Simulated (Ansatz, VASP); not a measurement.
**Two plane-wave programs on C**

```
C
1.0
     0.00000    1.78037    1.78037
     1.78037    0.00000    1.78037
     1.78037    1.78037    0.00000
C
2
Direct
  0.50000 0.50000 0.50000
  0.75000 0.75000 0.75000
```

Alike in both runs: task single point; functional r2SCAN; k mesh 8 × 8 × 8; occupations gaussian, width 0.1 eV; no spin polarisation.

|  | VASP | Ansatz |
| --- | --- | --- |
| version | VASP 6.6.1 | Ansatz 0.2.0 |
| potentials or method | VASP PAW PBE potentials, release 64 (C), cutoff 660 eV | scalar-relativistic, plane waves, PAW |
| valence electrons in the cell | 8 | 8 |

```tsv
	VASP	Ansatz	Ansatz less VASP
gap on the k mesh at the Fermi level (eV)	4.34	4.37	+0.027
least direct gap on the mesh (eV)	5.85	5.89	+0.045
pressure (GPa)	0.0	-0.2	-0.13
```

VASP's potentials were made for PBE, not for r2SCAN. The functional is the same, so the differences come from potentials, cutoffs and numerics.
